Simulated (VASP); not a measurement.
Crystal: Nd2H3.

```
Nd H
1.0
     3.11742   -3.65235    0.00000
     3.11742    3.65235    0.00000
     0.00000    0.00000    8.21753
Nd H
4 6
Direct
  0.50000 0.50000 0.21184
  0.50000 0.50000 0.78816
  0.74094 0.74094 0.50000
  0.25906 0.25906 0.50000
  0.00000 0.00000 0.00000
  0.71629 0.28371 0.50000
  0.28371 0.71629 0.50000
  0.00000 0.00000 0.75237
  0.00000 0.00000 0.24763
  0.50000 0.50000 0.00000
```

The cell was generated, and may not be a known phase.

* Program: VASP 6.6.1
* Task: relaxation of cell and atoms
* Functional: PBE
* Potentials or basis: VASP PAW PBE potentials, release 64 (Nd_3, H), 4f in core
* Cutoff: 500 eV
* k mesh: 4 × 4 × 2
* Occupations: gaussian, width 0.2 eV
* Spin: no spin polarisation

At the start: pressure 5.8 GPa; volume 18.71 Å³/atom.

Where does the relaxation end?

Over 17 steps the energy falls by 480.7 meV/atom and the volume is 20.02 Å³/atom (+7.0 %); space group Cmmm (No. 65, to 0.1 Å) before and after.

Step by step:
```
step  energy change (eV)  largest force (eV/Å)  pressure (GPa)  volume (Å³)
   1              0.0000                4.3479            5.76       187.13
   2             -2.6645                0.9505           -0.69       204.90
   3             -2.7293                1.5540           -1.79       211.45
   4             -2.7543                1.2006           -1.50       209.40
   5             -3.3858                0.8562           -1.69       205.91
   6             -3.9716                0.6571           -1.25       199.85
   7             -3.0756                1.8617            4.10       183.83
   8             -4.1092                0.5349           -0.74       196.86
   9             -4.1221                0.4816           -0.40       195.44
  10             -4.2897                0.4454            0.20       192.35
  11             -4.3248                0.6971            0.81       190.01
  12             -4.4800                0.5371            0.21       192.76
  13             -4.7875                0.1717           -0.38       200.57
  14             -4.7944                0.1065           -0.26       202.57
  15             -4.7963                0.1257           -0.31       201.95
  16             -4.8037                0.1743            0.22       199.15
  17             -4.8072                0.0681            0.02       200.17
```

Final structure:
```
CELL_PARAMETERS angstrom
3.70976 -2.84271 0.00000
3.70976 2.84271 0.00000
0.00000 0.00000 9.49073
ATOMIC_POSITIONS crystal
Nd 0.50000 0.50000 0.21557
Nd 0.50000 0.50000 0.78443
Nd 0.79564 0.79564 0.50000
Nd 0.20436 0.20436 0.50000
H 0.00000 0.00000 0.00000
H 0.68193 0.31807 0.50000
H 0.31807 0.68193 0.50000
H 0.00000 0.00000 0.68326
H 0.00000 0.00000 0.31674
H 0.50000 0.50000 0.00000
```

Caveat: the k points lie up to 0.35 Å⁻¹ apart in the final cell; a cell axis changed by over 15 % at a fixed basis, so the end point is rough; the relaxation stopped at a loose force limit of 0.08 eV/Å, so its end isn't a converged minimum.
